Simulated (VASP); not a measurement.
# RbBr (Pm-3m) in VASP: a series of runs

Runs on RbBr. Level: PBE. Tasks: single point, relaxation of cell and atoms.

Program: VASP 6.6.1. These are calculated values, not measurements. Logs are shortened: lines on timing, memory, paths and dates and some standing lists are left out, and cuts for length are marked.

### Step 1. The cell of the first run

Symmetry: Pm-3m, No. 221, cubic system. Conventional cell: a = 3.910 Å, b = 3.910 Å, c = 3.910 Å, α = 90.00°, β = 90.00°, γ = 90.00°. Within 4.5 Å of Rb (site symmetry m-3m) lie 8 Br at 3.39 Å and 6 Rb at 3.91 Å. Br (site symmetry m-3m) has 8 Rb at 3.39 Å and 6 Br at 3.91 Å within 4.5 Å.

### Step 2. Single point, PBE

INCAR reads:

```
SYSTEM = RbBr
PREC     = Accurate       ! precision mode
ENCUT    = 520            ! plane-wave cutoff, eV
EDIFF    = 1E-7           ! SCF threshold, eV
ISMEAR   = 0              ! smearing method
SIGMA    = 0.01           ! smearing width, eV
LREAL    = .FALSE.        ! projectors in reciprocal space
LASPH    = .TRUE.         ! aspherical terms in the spheres
NELM     = 60             ! most SCF steps
ALGO     = Normal         ! electronic algorithm
ISIF     = 2              ! what is computed and relaxed
LWAVE    = .FALSE.        ! write WAVECAR
LCHARG   = .FALSE.        ! write CHGCAR
GGA      = PE             ! functional
NBANDS   = 15             ! bands
```

KPOINTS reads:

```
Automatic mesh
0
G
  6 6 6
  0 0 0
```

POSCAR reads:

```
RbBr
1.0
    3.9098432969      0.0000000000      0.0000000000
    0.0000000000      3.9098432969      0.0000000000
    0.0000000000      0.0000000000      3.9098432969
Rb Br
1 1
Direct
    0.0000000000      0.0000000000      0.0000000000
    0.5000000000      0.5000000000      0.5000000000
```

Potentials or basis: VASP PAW PBE potentials, release 64 (Rb_sv, Br).

The run is started by

```
cat potpaw_PBE.64/Rb_sv/POTCAR potpaw_PBE.64/Br/POTCAR > POTCAR
mpirun -np 1 vasp_std > vasp.out
```

OUTCAR:

```text
SYSTEM = RbBr
   PREC = Accurate
   ENCUT = 520
   EDIFF = 1E-7
   ISMEAR = 0
   LREAL = .FALSE.
   LASPH = .TRUE.
   NELM = 60
   ISIF = 2
   GGA = PE

 ion  position               nearest neighbor table
   1  0.000  0.000  0.000-   2 3.39   2 3.39   2 3.39   2 3.39   2 3.39   2 3.39   2 3.39   2 3.39

   2  0.500  0.500  0.500-   1 3.39   1 3.39   1 3.39   1 3.39   1 3.39   1 3.39   1 3.39   1 3.39

  LATTYP: Found a simple cubic cell.
 ALAT       =     3.9098432969

  Lattice vectors:

 A1 = (   3.9098432969,   0.0000000000,   0.0000000000)
 A2 = (   0.0000000000,   3.9098432969,   0.0000000000)
 A3 = (   0.0000000000,   0.0000000000,   3.9098432969)

Analysis of symmetry for initial positions (statically):
=====================================================================
 Subroutine PRICEL returns:
 Original cell was already a primitive cell.

 Routine SETGRP: Setting up the symmetry group for a
 simple cubic supercell.

 Subroutine GETGRP returns: Found 48 space group operations
 (whereof 48 operations were pure point group operations)
 out of a pool of 48 trial point group operations.

The static configuration has the point symmetry O_h .

Analysis of symmetry for dynamics (positions and initial velocities):
=====================================================================
 Subroutine PRICEL returns:
 Original cell was already a primitive cell.

 Routine SETGRP: Setting up the symmetry group for a
 simple cubic supercell.

 Subroutine GETGRP returns: Found 48 space group operations
 (whereof 48 operations were pure point group operations)
 out of a pool of 48 trial point group operations.

The dynamic configuration has the point symmetry O_h .

 Subroutine INISYM returns: Found 48 space group operations
 (whereof 48 operations are pure point group operations),
 and found     1 'primitive' translations

----------------------------------------------------------------------------------------

                                     Primitive cell

  volume of cell :      59.7693

  direct lattice vectors                    reciprocal lattice vectors
     3.909843297  0.000000000  0.000000000     0.255764726  0.000000000  0.000000000
     0.000000000  3.909843297  0.000000000     0.000000000  0.255764726  0.000000000
     0.000000000  0.000000000  3.909843297     0.000000000  0.000000000  0.255764726

  length of vectors
     3.909843297  3.909843297  3.909843297     0.255764726  0.255764726  0.255764726

  position of ions in fractional coordinates (direct lattice)
     0.000000000  0.000000000  0.000000000
     0.500000000  0.500000000  0.500000000

  ion indices of the primitive-cell ions
   primitive index   ion index
                 1           1
                 2           2

----------------------------------------------------------------------------------------

 KPOINTS: Automatic mesh

Automatic generation of k-mesh.
 Grid dimensions read from file:
 generate k-points for:    6    6    6

 Generating k-lattice:

  Cartesian coordinates                     Fractional coordinates (reciprocal lattice)
     0.042627454  0.000000000  0.000000000     0.166666667  0.000000000  0.000000000
     0.000000000  0.042627454  0.000000000     0.000000000  0.166666667  0.000000000
     0.000000000  0.000000000  0.042627454     0.000000000  0.000000000  0.166666667

  Length of vectors
     0.042627454  0.042627454  0.042627454

  Shift w.r.t. Gamma in fractional coordinates (k-lattice)
     0.000000000  0.000000000  0.000000000

 Subroutine IBZKPT returns following result:
 ===========================================

 Found     20 irreducible k-points:

 Following reciprocal coordinates:
            Coordinates               Weight
  0.000000  0.000000  0.000000      1.000000
  0.166667  0.000000  0.000000      6.000000
  0.333333  0.000000  0.000000      6.000000
  0.500000  0.000000  0.000000      3.000000
  0.166667  0.166667  0.000000     12.000000
  0.333333  0.166667  0.000000     24.000000
[... 12 lines left out ...]
  0.500000  0.500000  0.333333      6.000000
  0.500000  0.500000  0.500000      1.000000
   k-points           NKPTS =     20   k-points in BZ     NKDIM =     20   number of bands    NBANDS=     15
   number of dos      NEDOS =    301   number of ions     NIONS =      2
   total plane-waves  NPLWV =  27000
   dimension x,y,z NGX =    30 NGY =   30 NGZ =   30
   dimension x,y,z NGXF=    60 NGYF=   60 NGZF=   60
   ions per type =               1   1
   NGX,Y,Z   is equivalent  to a cutoff of  12.76, 12.76, 12.76 a.u.
   NGXF,Y,Z  is equivalent  to a cutoff of  25.51, 25.51, 25.51 a.u.
 SYSTEM =  RbBr
   PREC   = accura    normal or accurate (medium, high low for compatibility)
   ISTART =      0    job   : 0-new  1-cont  2-samecut
   ICHARG =      2    charge: 1-file 2-atom 10-const
   ISPIN  =      1    spin polarized calculation?
   LNONCOLLINEAR =      F non collinear calculations
   LSORBIT =      F    spin-orbit coupling
   LASPH  =      T    aspherical Exc in radial PAW
   ENCUT  =  520.0 eV  38.22 Ry    6.18 a.u.   7.27  7.27  7.27*2*pi/ulx,y,z
   NELM   =     60;   NELMIN=  2; NELMDL= -5     # of ELM steps
   EDIFF  = 0.1E-06   stopping-criterion for ELM
   LREAL  =      F    real-space projection
   EDIFFG = 0.1E-05   stopping-criterion for IOM
   NSW    =      0    number of steps for IOM
   IBRION =     -1    ionic relax: 0-MD 1-quasi-New 2-CG
   NFREE  =      0    steps in history (QN), initial steepest desc. (CG)
   ISIF   =      2    stress and relaxation
   ISYM   =      2    0-nonsym 1-usesym 2-fastsym
   POTIM  = 0.5000    time-step for ionic-motion
   TEBEG  =    0.0;   TEEND  =   0.0 temperature during run
   PSTRESS=    0.0 pullay stress
   NELECT =      16.0000    total number of electrons
   NUPDOWN=      -1.0000    fix difference up-down
   EMIN   =  10.00;   EMAX   =-10.00  energy-range for DOS
   EFERMI =   0.00;   METHOD = LEGACY
   ISMEAR =     0;   SIGMA  =   0.01  broadening in eV -4-tet -1-fermi 0-gaus
   EFERMI_NEDOS =   21; number of points for ismear=-14 and -15
   IALGO  =     38    algorithm
   IMIX   =      4    mixing-type and parameters
     AMIX     =   0.40;   BMIX     =  1.00
     AMIX_MAG =   1.60;   BMIX_MAG =  1.00
  volume/ion in A,a.u.               =      29.88       201.67
  Fermi-wavevector in a.u.,A,eV,Ry     =   1.055088  1.993828 15.146160  1.113211
  Thomas-Fermi vector in A             =   2.190273
   LORBIT       =      0    0 simple, 1 ext, 2 COOP (PROOUT), +10 PAW based schemes
   GGA     = PE    functional components
   LHFCALC =     F    Hartree Fock is set to
   AEXX    =    0.0000 exact exchange contribution
   IVDW    =     0    specifies the selected vdW correction
   LEPSILON=     F    determine dielectric tensor
   LRPA    =     F    only Hartree local field effects (RPA)
 non-spin polarized calculation
 Gauss-broadening in eV      SIGMA  =   0.01
  energy-cutoff  :      520.00
  volume of cell :       59.77
 maximum number of plane-waves:      1640
 NGX is ok and might be reduce to    30
   NGX = 15   NGY = 15   NGZ = 15

 number of electron      16.0000001 magnetization

 Free energy of the ion-electron system (eV)
  ---------------------------------------------------
  ext. energy  EPLUGINS =         0.00000000
  ---------------------------------------------------
  free energy    TOTEN  =        -5.82218355 eV

  energy without entropy =       -5.82218355  energy(sigma->0) =       -5.82218355

 E-fermi :   0.3387     XC(G=0):  -8.6391

 val. band max:        0.2020985726   @ k =   0.5000   0.5000   0.0000
 cond. band min:       4.9218163038   @ k =   0.0000   0.0000   0.0000
 fundamental gap:      4.7197177312
 Fermi energy:         0.3386704517

 k-point     1 :       0.0000    0.0000    0.0000
  band No.  band energies     occupation
      1     -24.7187      2.00000
      2     -12.7239      2.00000
      3      -8.6667      2.00000
      4      -8.6667      2.00000
      5      -8.6667      2.00000
      6       0.0541      2.00000
      7       0.0541      2.00000
      8       0.0541      2.00000
      9       4.9218      0.00000
     10       5.5347      0.00000
     11       5.5347      0.00000
     12      10.5537      0.00000
     13      10.5537      0.00000
     14      10.5537      0.00000
     15      13.4926      0.00000

 k-point     2 :       0.1667    0.0000    0.0000
  band No.  band energies     occupation
      1     -24.7083      2.00000
      2     -12.7316      2.00000
      3      -8.7109      2.00000
      4      -8.6450      2.00000
      5      -8.6450      2.00000
      6      -0.6002      2.00000
      7       0.0120      2.00000
      8       0.0120      2.00000
      9       5.6575      0.00000
     10       5.7738      0.00000
     11       6.3492      0.00000
     12      10.4251      0.00000
     13      10.4251      0.00000
     14      10.7383      0.00000
     15      11.9988      0.00000

 k-point     3 :       0.3333    0.0000    0.0000
  band No.  band energies     occupation
      1     -24.6872      2.00000
      2     -12.7524      2.00000
      3      -8.7773      2.00000
      4      -8.6009      2.00000
      5      -8.6009      2.00000
      6      -1.5758      2.00000
      7      -0.0759      2.00000
      8      -0.0759      2.00000
      9       6.4470      0.00000
     10       7.1029      0.00000
     11       8.0332      0.00000
     12       9.9966      0.00000
     13      10.4257      0.00000
     14      10.4257      0.00000
     15      11.2067      0.00000
[... 271 lines left out ...]
 k-point    19 :       0.5000    0.5000    0.3333
  band No.  band energies     occupation
      1     -24.6136      2.00000
      2     -12.3124      2.00000
      3      -9.0553      2.00000
      4      -9.0553      2.00000
      5      -8.8960      2.00000
      6      -1.4461      2.00000
      7      -1.4461      2.00000
      8      -1.2226      2.00000
      9       7.8159      0.00000
     10       8.6813      0.00000
     11       8.6813      0.00000
     12       9.4242      0.00000
     13      11.0333      0.00000
     14      11.0333      0.00000
     15      13.2315      0.00000

 k-point    20 :       0.5000    0.5000    0.5000
  band No.  band energies     occupation
      1     -24.6049      2.00000
      2     -12.2673      2.00000
      3      -9.0125      2.00000
      4      -9.0125      2.00000
      5      -9.0125      2.00000
      6      -1.5844      2.00000
      7      -1.5844      2.00000
      8      -1.5844      2.00000
      9       9.0358      0.00000
     10       9.0358      0.00000
     11       9.0358      0.00000
     12      10.4041      0.00000
     13      10.4041      0.00000
     14      10.4041      0.00000
     15      13.2723      0.00000

------------------------ aborting loop because EDIFF is reached ----------------------------------------

  FORCE on cell =-STRESS in cart. coord.  units (eV):
  Direction    XX          YY          ZZ          XY          YZ          ZX
  --------------------------------------------------------------------------------------
  -------------------------------------------------------------------------------------
  Total        1.8906881      1.8906881      1.8906881      0.0000000      0.0000000     -0.0000000
  in kB       50.6818454     50.6818454     50.6818454      0.0000000      0.0000000     -0.0000000
  external PRESSURE =      50.6818454 kB  Pullay stress =       0.0000000 kB

 VOLUME and BASIS-vectors are now :
 -----------------------------------------------------------------------------
  energy-cutoff  :      520.00
  volume of cell :       59.77
      direct lattice vectors                 reciprocal lattice vectors
     3.909843297  0.000000000  0.000000000     0.255764726  0.000000000  0.000000000
     0.000000000  3.909843297  0.000000000     0.000000000  0.255764726  0.000000000
     0.000000000  0.000000000  3.909843297     0.000000000  0.000000000  0.255764726

 POSITION                                       TOTAL-FORCE (eV/Angst)
 -----------------------------------------------------------------------------------
      0.00000      0.00000      0.00000         0.000000      0.000000      0.000000
      1.95492      1.95492      1.95492         0.000000      0.000000      0.000000
 -----------------------------------------------------------------------------------
    total drift:                                0.000000      0.000000     -0.000000

  FREE ENERGIE OF THE ION-ELECTRON SYSTEM (eV)
  ---------------------------------------------------
  free  energy   TOTEN  =        -5.8221835467 eV

  energy  without entropy=       -5.8221835467  energy(sigma->0) =       -5.82218355
```

Wall time 16 s (1 thread of Intel Xeon Platinum 8259CL at 2.50GHz (Skylake/Cascade Lake), shared host); peak memory 0.17 GiB.

Results:

* Free energy: -5.8222 eV
* Pressure: 5.1 GPa
* Band gap on the k mesh: 4.72 eV (least direct gap 4.87 eV)

Levels at points of the mesh, in eV from the valence-band top:
```csv
k point,band 4,band 5,band 6,band 7,band 8,band 9,band 10,band 11,band 12,band 13
"(0.00, 0.00, 0.00)",-8.87,-8.87,-0.15,-0.15,-0.15,4.72,5.33,5.33,10.35,10.35
"(0.50, 0.00, 0.00)",-8.78,-8.78,-2.18,-0.32,-0.32,6.88,7.93,8.57,8.69,10.48
"(0.50, 0.50, 0.00)",-9.38,-8.72,-1.23,-1.23,0.00,5.34,6.35,8.05,8.05,12.16
"(0.50, 0.50, 0.50)",-9.21,-9.21,-1.79,-1.79,-1.79,8.83,8.83,8.83,10.20,10.20
```

Caveat: the cell stands under pressure.

### Step 3. Relaxation of cell and atoms, PBE, target pressure 21 GPa, at which the enthalpy is minimised

This run uses another cell than the first one, of 36.96 Å³/atom.

INCAR reads:

```
SYSTEM = RbBr
PREC = Accurate
ENCUT = 600
EDIFF = 1E-6
ISMEAR = 0
SIGMA = 0.01
LREAL = .FALSE.
LASPH = .TRUE.
NELM = 60
ALGO = Normal
ISIF = 3
LWAVE = .FALSE.
LCHARG = .FALSE.
GGA = PE
IBRION = 2
NSW = 80
EDIFFG = -0.001
PSTRESS = 210.0
```

KPOINTS reads:

```
regular mesh
0
G
  6 6 6
  0 0 0
```

POSCAR reads:

```
RbBr
1.0
    4.1967038503      0.0000000000      0.0000000000
    0.0000000000      4.1967038503      0.0000000000
    0.0000000000      0.0000000000      4.1967038503
Rb Br
1 1
Direct
    0.0000000000      0.0000000000      0.0000000000
    0.5000000000      0.5000000000      0.5000000000
```

Potentials or basis: VASP PAW PBE potentials, release 64 (Rb_sv, Br).

The run is started by

```
cat potpaw_PBE.64/Rb_sv/POTCAR potpaw_PBE.64/Br/POTCAR > POTCAR
mpirun -np 1 vasp_std > vasp.out
```

It took 2.3 min on 1 thread of Intel Xeon Platinum 8259CL at 2.50GHz (Skylake/Cascade Lake), shared host; peak memory 0.22 GiB.

The run converged. Its results:

| Item | Value |
| --- | --- |
| Free energy | -4.8577 eV |
| Relaxed volume | 23.12 Å³/atom |
| Relaxed cell | a = 3.589 Å, b = 3.589 Å, c = 3.589 Å, α = 90.00°, β = 90.00°, γ = 90.00° |
| Space group after relaxing (to 0.1 Å) | Pm-3m (No. 221) |
| Energy change on relaxing (the run minimises the enthalpy) | +573.7 meV/atom |
| Ionic steps | 16 |
| Pressure after relaxing | 21.0 GPa |
| Band gap on the k mesh | 4.63 eV (least direct gap 4.68 eV) |

The path:
| step | energy change (eV) | largest force (eV/Å) | pressure (GPa) | volume (Å³) |
| --- | --- | --- | --- | --- |
| 1 | 0.0000 | 0.0000 | 0.03 | 73.91 |
| 2 | 4.6357 | 0.0000 | 78.67 | 33.30 |
| 3 | 1.0043 | 0.0000 | 18.72 | 47.40 |
| 4 | 1.1060 | 0.0000 | 20.36 | 46.56 |
| 5 | 1.1662 | 0.0000 | 21.31 | 46.10 |
| 6 | 1.1305 | 0.0000 | 20.72 | 46.37 |
| 7 | 1.1482 | 0.0000 | 21.01 | 46.24 |
| 8 | 1.1477 | 0.0000 | 21.02 | 46.24 |
| 9 | 1.1391 | 0.0000 | 20.87 | 46.31 |
| 10 | 1.1466 | 0.0000 | 20.98 | 46.25 |
| 11 | 1.1472 | 0.0000 | 20.96 | 46.24 |
| 12 | 1.1513 | 0.0000 | 21.05 | 46.21 |
| 13 | 1.1489 | 0.0000 | 21.02 | 46.23 |
| 14 | 1.1484 | 0.0000 | 21.04 | 46.23 |
| 15 | 1.1477 | 0.0000 | 21.03 | 46.24 |
| 16 | 1.1475 | 0.0000 | 21.01 | 46.24 |

Final structure:
```yaml
crystal:
  lattice:
    - [3.58929, 0.00000, 0.00000]
    - [0.00000, 3.58929, 0.00000]
    - [0.00000, 0.00000, 3.58929]
  atoms:
    - { symbol: Rb, position: [0.00000, 0.00000, 0.00000] }
    - { symbol: Br, position: [0.50000, 0.50000, 0.50000] }
```

Levels at points of the mesh, in eV from the valence-band top:
| k point | band 4 | band 5 | band 6 | band 7 | band 8 | band 9 | band 10 | band 11 | band 12 |
| --- | --- | --- | --- | --- | --- | --- | --- | --- | --- |
| (0.00, 0.00, 0.00) | -8.75 | -8.75 | -0.05 | -0.05 | -0.05 | 4.63 | 4.63 | 6.22 | 10.92 |
| (0.50, 0.00, 0.00) | -8.53 | -8.53 | -3.07 | -0.56 | -0.56 | 6.60 | 8.45 | 9.54 | 10.15 |
| (0.50, 0.50, 0.00) | -9.82 | -8.40 | -1.40 | -1.40 | 0.00 | 5.23 | 6.50 | 7.98 | 7.98 |
| (0.50, 0.50, 0.50) | -9.39 | -9.39 | -2.78 | -2.78 | -2.78 | 10.00 | 10.00 | 10.00 | 11.80 |

Caveat: the cell is relaxed towards a set pressure, so the run minimises the enthalpy, not the energy; the volume moved by over 15 % at a fixed basis, so the end points are rough.

### Step 4. Relaxation of cell and atoms, PBE, target pressure 5 GPa, at which the enthalpy is minimised

This run uses another cell than the first one, of 36.96 Å³/atom.

INCAR reads:

```
ALGO = Normal ; EDIFF = 1E-7
EDIFFG = -0.001 ; ENCUT = 600
GGA = PE ; IBRION = 2
ISIF = 3 ; ISMEAR = 0
LASPH = T ; LCHARG = F
LREAL = F ; LWAVE = F
NELM = 60 ; NSW = 80
PREC = Accurate ; PSTRESS = 50.0
SIGMA = 0.01
```

KPOINTS reads:

```
k-points
0
Gamma
  6 6 6
```

POSCAR is that of step 3.

The run is started by

```
cat potpaw_PBE.64/Rb_sv/POTCAR potpaw_PBE.64/Br/POTCAR > POTCAR
mpirun -np 1 vasp_std > vasp.out
```

Wall time 80 s (1 thread of Intel Xeon Platinum 8259CL at 2.50GHz (Skylake/Cascade Lake), shared host); peak memory 0.22 GiB.

It converged, with:

- Free energy: -5.8261 eV
- Relaxed volume: 29.94 Å³/atom
- Relaxed cell: a = 3.912 Å, b = 3.912 Å, c = 3.912 Å, α = 90.00°, β = 90.00°, γ = 90.00°
- Space group after relaxing (to 0.1 Å): Pm-3m (No. 221)
- Energy change on relaxing (the run minimises the enthalpy): +89.6 meV/atom
- Ionic steps: 5
- Pressure after relaxing: 5.0 GPa
- Band gap on the k mesh: 4.71 eV (least direct gap 4.86 eV)

The path:
| step | energy change (eV) | largest force (eV/Å) | pressure (GPa) | volume (Å³) |
| --- | --- | --- | --- | --- |
| 1 | 0.0000 | 0.0000 | 0.03 | 73.91 |
| 2 | 0.1137 | 0.0000 | 3.68 | 62.31 |
| 3 | 0.1736 | 0.0000 | 4.89 | 60.06 |
| 4 | 0.1816 | 0.0000 | 5.05 | 59.80 |
| 5 | 0.1791 | 0.0000 | 5.00 | 59.88 |

Final structure:
```cif
data_structure
_symmetry_space_group_name_H-M 'P 1'
_symmetry_Int_Tables_number 1
_cell_length_a 3.9123
_cell_length_b 3.9123
_cell_length_c 3.9123
_cell_angle_alpha 90.000
_cell_angle_beta 90.000
_cell_angle_gamma 90.000
_cell_volume 59.88
loop_
_atom_site_label
_atom_site_type_symbol
_atom_site_fract_x
_atom_site_fract_y
_atom_site_fract_z
_atom_site_occupancy
Rb1 Rb 0.00000 0.00000 0.00000 1
Br1 Br 0.50000 0.50000 0.50000 1
```

Levels at points of the mesh, in eV from the valence-band top:
```csv
k point,band 4,band 5,band 6,band 7,band 8,band 9,band 10,band 11,band 12
"(0.00, 0.00, 0.00)",-8.87,-8.87,-0.15,-0.15,-0.15,4.71,5.34,5.34,10.35
"(0.50, 0.00, 0.00)",-8.78,-8.78,-2.18,-0.32,-0.32,6.88,7.92,8.56,8.69
"(0.50, 0.50, 0.00)",-9.38,-8.73,-1.23,-1.23,0.00,5.34,6.35,8.05,8.05
"(0.50, 0.50, 0.50)",-9.21,-9.21,-1.78,-1.78,-1.78,8.83,8.83,8.83,10.19
```

Caveat: the cell is relaxed towards a set pressure, so the run minimises the enthalpy, not the energy; the volume moved by over 15 % at a fixed basis, so the end points are rough.

(Part 1 of 2 ends here.)
